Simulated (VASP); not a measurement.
# K2S (Fm-3m) in VASP: notebook, part 2 of 2

VASP 6.6.1.

**4. Single point, PBE**

The input, INCAR:

```
PREC     = Accurate       # precision mode
ENCUT    = 500            # plane-wave cutoff, eV
EDIFF    = 1E-6           # SCF threshold, eV
ISMEAR   = 1              # smearing method
SIGMA    = 0.05           # smearing width, eV
LREAL    = False          # projectors in reciprocal space
LASPH    = True           # aspherical terms in the spheres
NELM     = 120            # most SCF steps
ALGO     = Normal         # electronic algorithm
ISIF     = 2              # what is computed and relaxed
LWAVE    = False          # write WAVECAR
LCHARG   = False          # write CHGCAR
GGA      = PE             # functional
NBANDS   = 19             # bands
GGA_COMPAT= False
```

The input, KPOINTS:

```
Automatic mesh
0
Gamma
  4 4 4
```

The input, POSCAR:

```
K2S
1.0
    0.0000000000      3.7027186978      3.7027186978
    3.7027186978      0.0000000000      3.7027186978
    3.7027186978      3.7027186978      0.0000000000
K S
2 1
Direct
    0.2500000000      0.2500000000      0.2500000000
    0.7500000000      0.7500000000      0.7500000000
    0.0000000000      0.0000000000      0.0000000000
```

Potentials or basis: VASP PAW PBE potentials, release 64 (K_sv, S).

Command:

```bash
$ cat potpaw_PBE.64/K_sv/POTCAR potpaw_PBE.64/S/POTCAR > POTCAR
$ mpirun -np 1 vasp_std > vasp.out
```

OUTCAR:

```text
PREC = Accurate
   ENCUT = 500
   EDIFF = 1E-6
   ISMEAR = 1
   LREAL = False
   LASPH = True
   NELM = 120
   ISIF = 2
   GGA = PE

 ion  position               nearest neighbor table
   1  0.250  0.250  0.250-   3 3.21   3 3.21   3 3.21   3 3.21   2 3.70   2 3.70   2 3.70   2 3.70
                             2 3.70   2 3.70
   2  0.750  0.750  0.750-   3 3.21   3 3.21   3 3.21   3 3.21   1 3.70   1 3.70   1 3.70   1 3.70
                             1 3.70   1 3.70
   3  0.000  0.000  0.000-   2 3.21   2 3.21   2 3.21   1 3.21   2 3.21   1 3.21   1 3.21   1 3.21

  LATTYP: Found a face centered cubic cell.
 ALAT       =     7.4054373956

  Lattice vectors:

 A1 = (   0.0000000000,   3.7027186978,   3.7027186978)
 A2 = (   3.7027186978,   0.0000000000,   3.7027186978)
 A3 = (   3.7027186978,   3.7027186978,   0.0000000000)

Analysis of symmetry for initial positions (statically):
=====================================================================
 Subroutine PRICEL returns:
 Original cell was already a primitive cell.

 Routine SETGRP: Setting up the symmetry group for a
 face centered cubic supercell.

 Subroutine GETGRP returns: Found 48 space group operations
 (whereof 48 operations were pure point group operations)
 out of a pool of 48 trial point group operations.

The static configuration has the point symmetry O_h .

Analysis of symmetry for dynamics (positions and initial velocities):
=====================================================================
 Subroutine PRICEL returns:
 Original cell was already a primitive cell.

 Routine SETGRP: Setting up the symmetry group for a
 face centered cubic supercell.

 Subroutine GETGRP returns: Found 48 space group operations
 (whereof 48 operations were pure point group operations)
 out of a pool of 48 trial point group operations.

The dynamic configuration has the point symmetry O_h .

 Subroutine INISYM returns: Found 48 space group operations
[... 99 lines left out ...]
   IALGO  =     38    algorithm
   IMIX   =      4    mixing-type and parameters
     AMIX     =   0.40;   BMIX     =  1.00
     AMIX_MAG =   1.60;   BMIX_MAG =  1.00
  volume/ion in A,a.u.               =      33.84       228.38
  Fermi-wavevector in a.u.,A,eV,Ry     =   1.012235  1.912846 13.940787  1.024619
  Thomas-Fermi vector in A             =   2.145332
   LORBIT       =      0    0 simple, 1 ext, 2 COOP (PROOUT), +10 PAW based schemes
   GGA     = PE    functional components
   LHFCALC =     F    Hartree Fock is set to
   AEXX    =    0.0000 exact exchange contribution
   IVDW    =     0    specifies the selected vdW correction
   LEPSILON=     F    determine dielectric tensor
   LRPA    =     F    only Hartree local field effects (RPA)
 non-spin polarized calculation
 Methfessel and Paxton  Order N= 1 SIGMA  =   0.05
  energy-cutoff  :      500.00
  volume of cell :      101.53
 maximum number of plane-waves:      2637
 NGX is ok and might be reduce to    40
   NGX = 19   NGY = 19   NGZ = 19

 number of electron      23.9999996 magnetization

 Free energy of the ion-electron system (eV)
  ---------------------------------------------------
  ext. energy  EPLUGINS =         0.00000000
  ---------------------------------------------------
  free energy    TOTEN  =        -9.41505204 eV

  energy without entropy =       -9.41779110  energy(sigma->0) =       -9.41596506

 E-fermi :  -0.3252     XC(G=0):  -7.3360

 val. band max:       -0.3476050773   @ k =   0.5000   0.5000   0.0000
 cond. band min:       2.0320049944   @ k =   0.0000   0.0000   0.0000
 fundamental gap:      2.3796100717
 Fermi energy:        -0.3252358982

 k-point     1 :       0.0000    0.0000    0.0000
  band No.  band energies     occupation
      1     -29.5686      2.00000
      2     -29.4865      2.00000
      3     -13.1624      2.00000
      4     -13.1624      2.00000
      5     -13.1624      2.00000
      6     -12.9251      2.00000
[... 153 lines left out ...]
      6     -13.0595      2.00000
[... 11 lines left out ...]
     18       6.9454      0.00000
     19       7.4890      0.00000

------------------------ aborting loop because EDIFF is reached ----------------------------------------

  FORCE on cell =-STRESS in cart. coord.  units (eV):
  Direction    XX          YY          ZZ          XY          YZ          ZX
  --------------------------------------------------------------------------------------
  -------------------------------------------------------------------------------------
  Total        0.2935046      0.2935046      0.2935046     -0.0000000      0.0000000     -0.0000000
  in kB        4.6316238      4.6316238      4.6316238     -0.0000000      0.0000000     -0.0000000
  external PRESSURE =       4.6316238 kB  Pullay stress =       0.0000000 kB

 VOLUME and BASIS-vectors are now :
 -----------------------------------------------------------------------------
  energy-cutoff  :      500.00
  volume of cell :      101.53
      direct lattice vectors                 reciprocal lattice vectors
     0.000000000  3.702718698  3.702718698    -0.135035913  0.135035913  0.135035913
     3.702718698  0.000000000  3.702718698     0.135035913 -0.135035913  0.135035913
     3.702718698  3.702718698  0.000000000     0.135035913  0.135035913 -0.135035913

 POSITION                                       TOTAL-FORCE (eV/Angst)
 -----------------------------------------------------------------------------------
      1.85136      1.85136      1.85136        -0.000000     -0.000000      0.000000
      5.55408      5.55408      5.55408         0.000000      0.000000     -0.000000
      0.00000      0.00000      0.00000        -0.000000     -0.000000     -0.000000
 -----------------------------------------------------------------------------------
    total drift:                               -0.000000     -0.000000      0.000000

  FREE ENERGIE OF THE ION-ELECTRON SYSTEM (eV)
  ---------------------------------------------------
  free  energy   TOTEN  =        -9.4150520359 eV

  energy  without entropy=       -9.4177910953  energy(sigma->0) =       -9.41596506
```

Run time: 37 s. Hardware: 1 thread of Intel Xeon 8259CL, shared host; peak memory 0.23 GiB.

What came out:

```yaml
Free_energy: -9.4151 eV
Pressure: 0.5 GPa
Band_gap_on_the_k_mesh: 2.38 eV, indirect (least direct gap 2.57 eV)
```

Levels at points of the mesh, in eV from the valence-band top:
```csv
k point,band 8,band 9,band 10,band 11,band 12,band 13,band 14,band 15,band 16,band 17
"(0.00, 0.00, 0.00)",-12.58,-9.61,-0.19,-0.19,-0.19,2.38,5.46,5.46,7.47,7.47
"(0.50, 0.00, 0.00)",-12.70,-9.42,-0.62,-0.07,-0.07,4.72,5.02,5.82,5.82,7.60
"(0.50, 0.50, 0.00)",-12.51,-9.37,-0.74,0.00,0.00,3.51,5.29,6.59,6.62,7.60
```

**5. Summary**

```csv
k mesh,smearing,gap on the mesh (eV),pressure (GPa)
2 × 2 × 2,gaussian 0.01 eV,2.35,0.5
4 × 4 × 4,gaussian 0.01 eV,2.38,0.5
4 × 4 × 4,methfessel-paxton 0.05 eV,2.38,0.5
```

Alike in all rows: task single point; level PBE; potentials or basis VASP PAW PBE potentials, release 64 (K_sv, S); no spin polarisation; cell as given; cutoff (eV) 500.

Caveats: some runs use coarse meshes.

Absolute energies hang on the potentials; compare differences alone.
